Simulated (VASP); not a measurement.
# SrTiO3 (Pm-3m) in VASP: further runs

Runs on SrTiO3. Level: LDA. Tasks: vibrations by perturbation theory.

Program: VASP 6.6.1. These are calculated values, not measurements. Logs are shortened: lines on timing, memory, paths and dates and some standing lists are left out, and cuts for length are marked.

**1. The cell of the first run**

Symmetry: Pm-3m, No. 221, cubic system. Conventional cell: a = 3.842 Å, b = 3.842 Å, c = 3.842 Å, α = 90.00°, β = 90.00°, γ = 90.00°. Sr (site symmetry m-3m) has 12 O at 2.72 Å and 8 Ti at 3.33 Å within 3.6 Å. Ti (site symmetry m-3m) has 6 O at 1.92 Å within 2.5 Å. Within 2.5 Å of O (site symmetry 4/mmm) lie 2 Ti at 1.92 Å.

**2. Vibrations by perturbation theory, LDA**

INCAR

```
SYSTEM = SrTiO3
PREC = Accurate ; ENCUT = 600
EDIFF = 1E-8 ; ISMEAR = 0
SIGMA = 0.01 ; LREAL = .False.
LASPH = .True. ; NELM = 120
ALGO = Normal ; ISIF = 2
LWAVE = .False. ; LCHARG = .False.
IBRION = 8 ; NSW = 1
GGA_COMPAT = .False.
```

KPOINTS

```
Automatic mesh
0
Gamma
  6 6 6
  0 0 0
```

POSCAR

```
SrTiO3
1.0
    3.8417615885      0.0000000000      0.0000000000
    0.0000000000      3.8417615885      0.0000000000
    0.0000000000      0.0000000000      3.8417615885
Sr Ti O
1 1 3
Direct
    0.5000000000      0.5000000000      0.5000000000
    0.0000000000      0.0000000000      0.0000000000
    0.5000000000      0.0000000000      0.0000000000
    0.0000000000      0.5000000000      0.0000000000
    0.0000000000      0.0000000000      0.5000000000
```

Potentials or basis: VASP PAW LDA potentials, release 64 (Sr_sv, Ti_sv, O).

Run with:

```sh
$ cat potpaw_LDA.64/Sr_sv/POTCAR potpaw_LDA.64/Ti_sv/POTCAR potpaw_LDA.64/O/POTCAR > POTCAR
$ mpirun -np 1 vasp_std > vasp.out
```

OUTCAR:

```text
SYSTEM = SrTiO3
   PREC = Accurate
   ENCUT = 600
   EDIFF = 1E-8
   ISMEAR = 0
   LREAL = .False.
   LASPH = .True.
   NELM = 120
   ISIF = 2
   IBRION = 8
   NSW = 1

 ion  position               nearest neighbor table
   1  0.500  0.500  0.500-   3 2.72   4 2.72   5 2.72   3 2.72   4 2.72   3 2.72   5 2.72   3 2.72
                             4 2.72   5 2.72   4 2.72   5 2.72   2 3.33   2 3.33   2 3.33   2 3.33
   2  0.000  0.000  0.000-   3 1.92   4 1.92   5 1.92   5 1.92   4 1.92   3 1.92   1 3.33   1 3.33
                             1 3.33   1 3.33   1 3.33   1 3.33   1 3.33   1 3.33
   3  0.500  0.000  0.000-   2 1.92   2 1.92   1 2.72   1 2.72   1 2.72   1 2.72
   4  0.000  0.500  0.000-   2 1.92   2 1.92   1 2.72   1 2.72   1 2.72   1 2.72
   5  0.000  0.000  0.500-   2 1.92   2 1.92   1 2.72   1 2.72   1 2.72   1 2.72

  LATTYP: Found a simple cubic cell.
 ALAT       =     3.8417615885

  Lattice vectors:

 A1 = (   3.8417615885,   0.0000000000,   0.0000000000)
 A2 = (   0.0000000000,   3.8417615885,   0.0000000000)
 A3 = (   0.0000000000,   0.0000000000,   3.8417615885)

Analysis of symmetry for initial positions (statically):
=====================================================================
 Subroutine PRICEL returns:
 Original cell was already a primitive cell.

 Routine SETGRP: Setting up the symmetry group for a
 simple cubic supercell.

 Subroutine GETGRP returns: Found 48 space group operations
 (whereof 48 operations were pure point group operations)
 out of a pool of 48 trial point group operations.

The static configuration has the point symmetry O_h .

Analysis of symmetry for dynamics (positions and initial velocities):
=====================================================================
 Subroutine PRICEL returns:
 Original cell was already a primitive cell.

 Routine SETGRP: Setting up the symmetry group for a
 simple cubic supercell.

 Subroutine GETGRP returns: Found 48 space group operations
 (whereof 48 operations were pure point group operations)
 out of a pool of 48 trial point group operations.

The dynamic configuration has the point symmetry O_h .

 Subroutine INISYM returns: Found 48 space group operations
 (whereof 48 operations are pure point group operations),
 and found     1 'primitive' translations

----------------------------------------------------------------------------------------

                                     Primitive cell

  volume of cell :      56.7011

  direct lattice vectors                    reciprocal lattice vectors
     3.841761588  0.000000000  0.000000000     0.260297256  0.000000000  0.000000000
     0.000000000  3.841761588  0.000000000     0.000000000  0.260297256  0.000000000
     0.000000000  0.000000000  3.841761588     0.000000000  0.000000000  0.260297256

  length of vectors
[... 685 lines left out ...]
  --------------------------------------------------------------------------------------
  -------------------------------------------------------------------------------------
  Total        1.0355115      1.0355115      1.0355115      0.0000000      0.0000000     -0.0000000
  in kB       29.2599985     29.2599985     29.2599985      0.0000000      0.0000000     -0.0000000
  external PRESSURE =      29.2599985 kB  Pullay stress =       0.0000000 kB

 VOLUME and BASIS-vectors are now :
 -----------------------------------------------------------------------------
  energy-cutoff  :      600.00
  volume of cell :       56.70
      direct lattice vectors                 reciprocal lattice vectors
     3.841761588  0.000000000  0.000000000     0.260297256  0.000000000  0.000000000
     0.000000000  3.841761588  0.000000000     0.000000000  0.260297256  0.000000000
     0.000000000  0.000000000  3.841761588     0.000000000  0.000000000  0.260297256

 POSITION                                       TOTAL-FORCE (eV/Angst)
 -----------------------------------------------------------------------------------
      1.92088      1.92088      1.92088         0.000000      0.000000      0.000000
      0.00000      0.00000      0.00000         0.000000      0.000000      0.000000
      1.92088      0.00000      0.00000         0.000000      0.000000      0.000000
      0.00000      1.92088      0.00000         0.000000      0.000000      0.000000
      0.00000      0.00000      1.92088         0.000000      0.000000      0.000000
 -----------------------------------------------------------------------------------
    total drift:                                0.000000      0.000000     -0.000000

  FREE ENERGIE OF THE ION-ELECTRON SYSTEM (eV)
  ---------------------------------------------------
  free  energy   TOTEN  =       -44.1745919849 eV

  energy  without entropy=      -44.1745919849  energy(sigma->0) =      -44.17459198

[... ionic steps 2 to 9 ...]

--------------------------------------- Ionic step       10  -------------------------------------------

------------------------ aborting loop because EDIFF is reached ----------------------------------------

--------------------------------------- Ionic step       11  -------------------------------------------

 Free energy of the ion-electron system (eV)
  ---------------------------------------------------
  ---------------------------------------------------
  free energy    TOTEN  =        -0.36352657 eV

  energy without entropy =       -0.36352657

------------------------ aborting loop because EDIFF is reached ----------------------------------------

 INTERNAL STRAIN TENSOR  FOR ION    3  DIRECTION 2   (eV/Angst):
 -----------------------------------------------------------------------------
    -0.01677  0.00000  0.00000
     0.00000  0.00757  0.00000
     0.00000  0.00000  0.00007

 INTERNAL STRAIN TENSOR FOR ION    5 for displacements in x,y,z  (eV/Angst):
          X           Y           Z          XY          YZ          ZX
  --------------------------------------------------------------------------------
  x     0.00000     0.00000     0.00000     0.00000     0.00000     0.00000
  y     0.00000     0.00000     0.00000     0.00000     0.00000     0.00000
  z     0.00000     0.00000     0.00000     0.00000     0.00000     0.00000

 SECOND DERIVATIVES (NOT SYMMETRIZED)
 ------------------------------------
               1X          1Y          1Z          2X          2Y          2Z          3X          3Y          3Z          4X          4Y          4Z          5X          5Y          5Z
  1X    -4.268126    0.000000   -0.000000    3.337391   -0.000000   -0.000000    1.195565   -0.000000    0.000000   -0.132415   -0.000000    0.000000   -0.132415    0.000000   -0.000000
  1Y    -0.000000   -4.268126    0.000000   -0.000000    3.337391   -0.000000   -0.000000   -0.132415    0.000000    0.000000    1.195565    0.000000    0.000000   -0.132415   -0.000000
  1Z     0.000000   -0.000000   -4.268126    0.000000    0.000000    3.337391    0.000000   -0.000000   -0.132415    0.000000    0.000000   -0.132415    0.000000    0.000000    1.195565
  2X     3.330444    0.000000    0.000000   -4.018688   -0.000000   -0.000000    2.183973   -0.000000    0.000000   -0.747865    0.000000   -0.000000   -0.747865   -0.000000    0.000000
  2Y     0.000000    3.330444    0.000000   -0.000000   -4.018688    0.000000    0.000000   -0.747865   -0.000000   -0.000000    2.183973   -0.000000   -0.000000   -0.747865    0.000000
  2Z     0.000000    0.000000    3.330444    0.000000    0.000000   -4.018688    0.000000   -0.000000   -0.747865   -0.000000    0.000000   -0.747865    0.000000    0.000000    2.183973
  3X     1.219141    0.000000   -0.000000    2.143438   -0.000000    0.000000  -14.944815   -0.000000    0.000000    5.791118   -0.000000    0.000000    5.791118   -0.000000    0.000000
  3Y     0.000000   -0.147734    0.000000    0.000000   -0.785141    0.000000    0.000000   -3.905275    0.000000    0.000000    5.791762    0.000000    0.000000   -0.953611    0.000000
  3Z     0.000000    0.000000   -0.147734    0.000000    0.000000   -0.785141    0.000000    0.000000   -3.905275    0.000000    0.000000   -0.953611    0.000000    0.000000    5.791762
  4X    -0.147734    0.000000    0.000000   -0.785141    0.000000    0.000000    5.791762    0.000000    0.000000   -3.905275    0.000000    0.000000   -0.953611    0.000000    0.000000
  4Y     0.000000    1.219141   -0.000000   -0.000000    2.143438    0.000000   -0.000000    5.791118   -0.000000    0.000000  -14.944815    0.000000   -0.000000    5.791118    0.000000
  4Z     0.000000    0.000000   -0.147734    0.000000    0.000000   -0.785141    0.000000    0.000000   -0.953611    0.000000    0.000000   -3.905275    0.000000    0.000000    5.791762
  5X    -0.147734    0.000000    0.000000   -0.785141    0.000000    0.000000    5.791762    0.000000    0.000000   -0.953611    0.000000    0.000000   -3.905275    0.000000    0.000000
  5Y     0.000000   -0.147734    0.000000    0.000000   -0.785141    0.000000    0.000000   -0.953611    0.000000    0.000000    5.791762    0.000000    0.000000   -3.905275    0.000000
  5Z    -0.000000    0.000000    1.219141    0.000000    0.000000    2.143438    0.000000    0.000000    5.791118    0.000000    0.000000    5.791118    0.000000    0.000000  -14.944815

 Eigenvectors and eigenvalues of the dynamical matrix
 ----------------------------------------------------

   1 f  =   17.319113 THz   108.819195 2PiTHz  577.703418 cm-1    71.626063 meV
             X         Y         Z           dx          dy          dz
      1.920881  1.920881  1.920881     0.000000    0.000000   -0.022717
      0.000000  0.000000  0.000000     0.000000    0.000000   -0.075138
      1.920881  0.000000  0.000000    -0.000000    0.000000   -0.343509
      0.000000  1.920881  0.000000     0.000000   -0.000000   -0.343509
      0.000000  0.000000  1.920881     0.000000    0.000000    0.870541
[... 105 lines left out ...]
  15 f/i=    0.081699 THz     0.513330 2PiTHz    2.725183 cm-1     0.337880 meV
             X         Y         Z           dx          dy          dz
      1.920881  1.920881  1.920881    -0.036304   -0.059524   -0.676738
      0.000000  0.000000  0.000000    -0.026524   -0.043488   -0.494426
      1.920881  0.000000  0.000000    -0.016406   -0.027361   -0.311074
      0.000000  1.920881  0.000000    -0.016688   -0.026900   -0.311074
      0.000000  0.000000  1.920881    -0.016688   -0.027361   -0.305830

--------------------------------------------------------------------------------------------------------

 ELASTIC MODULI CONTR FROM IONIC RELAXATION (kBar)
 Direction    XX          YY          ZZ          XY          YZ          ZX
 --------------------------------------------------------------------------------
 XX           0.0000      0.0000      0.0000      0.0000      0.0000      0.0000
 YY           0.0000      0.0000      0.0000      0.0000      0.0000      0.0000
 ZZ           0.0000      0.0000      0.0000      0.0000      0.0000      0.0000
 XY           0.0000      0.0000      0.0000      0.0000      0.0000      0.0000
 YZ           0.0000      0.0000      0.0000      0.0000      0.0000      0.0000
 ZX           0.0000      0.0000      0.0000      0.0000      0.0000      0.0000
 --------------------------------------------------------------------------------
```

It took 6.1 min on 1 thread of Oxide Virtual Turin-like, shared host; peak memory 0.36 GiB.

Results:

```
Highest phonon frequency at Γ, LO-TO splitting left out : 578 cm⁻¹
```

Phonon frequencies in cm⁻¹ (negative: imaginary):
```
              q point                                            frequencies
(0.000, 0.000, 0.000)  -3 -3 -3 82 82 82 179 179 179 224 224 224 578 578 578
```

Caveat: the cell stands under pressure or tension, which shifts response properties.

(Continued in part 2 of 2.)
